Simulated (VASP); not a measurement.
Set up this calculation in VASP 6.6.1, as the native input.

- Task: single point
- Functional: r2SCAN
- Potentials or basis: VASP PAW PBE potentials, release 64 (Bi_d, Te)
- Cutoff: 520 eV
- k mesh: 7 × 7 × 7
- Occupations: fermi-dirac, width 0.05 eV
- Spin: no spin polarisation
- Dipole correction: no
- Further INCAR settings: ALGO = Normal; EDIFF = 1e-06; NBANDS = 18

Crystal: BiTe.

```
Bi Te
1.0
     0.00000    3.23500    3.23500
     3.23500    0.00000    3.23500
     3.23500    3.23500    0.00000
Bi Te
1 1
Direct
  0.00000 0.00000 0.00000
  0.50000 0.50000 0.50000
```

The input as run:

POSCAR

```
BiTe
1.0
    0.0000000000      3.2350000000      3.2350000000
    3.2350000000      0.0000000000      3.2350000000
    3.2350000000      3.2350000000      0.0000000000
Bi Te
1 1
Direct
    0.0000000000      0.0000000000      0.0000000000
    0.5000000000      0.5000000000      0.5000000000
```

INCAR.step1

```
ALGO = Normal ; EDIFF = 1E-4
ENCUT = 520 ; GGA = PE
ISMEAR = -1 ; LASPH = True
LCHARG = False ; LREAL = False
LWAVE = True ; NBANDS = 18
NELM = 60 ; PREC = Accurate
SIGMA = 0.05
```

INCAR.step2

```
ALGO = Normal ; EDIFF = 1E-6
ENCUT = 520 ; ISIF = 2
ISMEAR = -1 ; ISTART = 1
LASPH = True ; LCHARG = True
LELF = True ; LMIXTAU = True
LREAL = False ; LVHAR = True
LWAVE = False ; METAGGA = R2SCAN
NBANDS = 18 ; NELM = 60
PREC = Accurate ; SIGMA = 0.05
```

KPOINTS

```
k-points
0
Gamma
  7 7 7
```

Potentials or basis: VASP PAW PBE potentials, release 64 (Bi_d, Te).

The run is started by

```bash
$ cat potpaw_PBE.64/Bi_d/POTCAR potpaw_PBE.64/Te/POTCAR > POTCAR
$ cp INCAR.step1 INCAR
$ mpirun -np 1 vasp_std > vasp.out
$ cp INCAR.step2 INCAR
$ mpirun -np 1 vasp_std > vasp.out
```

Results of the run:

The pressure is 0.1 GPa.

Caveat: the PAW data sets were made with another functional, which shifts forces and pressure a little.

It took 60 s on 1 thread of Intel(R) Xeon(R) 6975P-C (Granite Rapids), on a shared host, peak memory 0.22 GiB.
